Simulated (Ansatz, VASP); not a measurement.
Zn3SeS2: VASP beside Ansatz

The input INCAR:

```
ALGO     = Normal         # electronic algorithm
EDIFF    = 1E-6           # SCF threshold, eV
ENCUT    = 520            # plane-wave cutoff, eV
GGA      = PE             # functional
ISIF     = 2              # what is computed and relaxed
ISMEAR   = 0              # smearing method
LASPH    = True           # aspherical terms in the spheres
LCHARG   = False          # write CHGCAR
LREAL    = False          # projectors in reciprocal space
LWAVE    = False          # write WAVECAR
NBANDS   = 36             # bands
NELM     = 100            # most SCF steps
PREC     = Accurate       # precision mode
SIGMA    = 0.02           # smearing width, eV
```

File KPOINTS:

```
k-points
0
Gamma
  12 12 4
```

The input POSCAR:

```
Zn3SeS2
1.0
    3.9172798391      0.0000000000      0.0000000000
   -1.9586399195      3.3924638544      0.0000000000
    0.0000000000      0.0000000000      9.5996215781
Zn Se S
3 1 2
Direct
    0.0000000000      0.0000000000      0.0101605911
    0.3333333333      0.6666666667      0.6570752103
    0.6666666667      0.3333333333      0.3331798704
    0.3333333333      0.6666666667      0.9152266056
    0.6666666667      0.3333333333      0.5792483037
    0.0000000000      0.0000000000      0.2551094190
```

Input for Ansatz:

```yaml
crystal:
  lattice:
    - [3.9172798391, 0.0, 0.0]
    - [-1.9586399195, 3.3924638544, 0.0]
    - [0.0, 0.0, 9.5996215781]
  atoms:
    - { symbol: Zn, position: [0.0, 0.0, 0.0101605911] }
    - { symbol: Zn, position: [0.3333333333, 0.6666666667, 0.6570752103] }
    - { symbol: Zn, position: [0.6666666667, 0.3333333333, 0.3331798704] }
    - { symbol: Se, position: [0.3333333333, 0.6666666667, 0.9152266056] }
    - { symbol: S, position: [0.6666666667, 0.3333333333, 0.5792483037] }
    - { symbol: S, position: [0.0, 0.0, 0.255109419] }
basis:
  ecutwfc: 420
kpoints:
  mp_grid: { grid: [12, 12, 4] }
  band_path:
    path:
      - [[0.0, 0.0, 0.0], [0.5, 0.0, 0.0], [0.33333333, 0.33333333, 0.0], [0.0, 0.0, 0.0], [0.0, 0.0, 0.5], [0.5, 0.0, 0.5], [0.33333333, 0.33333333, 0.5], [0.0, 0.0, 0.5]]
      - [[0.5, 0.0, 0.5], [0.5, 0.0, 0.0]]
      - [[0.33333333, 0.33333333, 0.5], [0.33333333, 0.33333333, 0.0]]
    npoints: 14
hamiltonian:
  xc: pbe
scf:
  occupations: { method: gaussian, width: 0.02 }
  n_extra_bands: 15
output:
  forces: true
  stress: true
  eigenvalues: true
  populations: true
  dos: { projected: true, de: 0.02, nscf_kmesh: { grid: [18, 18, 6] } }
  bader: true
  write_density: true
  write_potential: true
  elf: true
  volumetric_format: npy
```

Alike in both runs: task single point; functional PBE; k mesh 12 × 12 × 4; occupations gaussian, width 0.02 eV; no spin polarisation.

|  | VASP | Ansatz |
| --- | --- | --- |
| version | VASP 6.6.1 | Ansatz 0.2.0 |
| potentials or method | VASP PAW PBE potentials, release 64 (Zn, Se, S), cutoff 520 eV | scalar-relativistic, plane waves, PAW |
| valence electrons in the cell | 54 | 64 |

Ansatz gave:

| Item | Value |
| --- | --- |
| gap on the k mesh at the Fermi level (eV) | 1.43 |
| least direct gap on the mesh (eV) | 1.43 |
| pressure (GPa) | 0.0 |
| rms of the force components (eV/Å) | 0.002 |

Q: What did VASP give for the same quantities?

A: gap on the k mesh at the Fermi level (eV): 1.43; least direct gap on the mesh (eV): 1.43; pressure (GPa): 0.2; rms of the force components (eV/Å): 0.003.

Atom by atom the forces differ by 0.002 eV/Å (rms over components). VASP's potentials hold 54 valence electrons a cell and Ansatz's 64, so a difference there can come from the potentials and not from the codes.
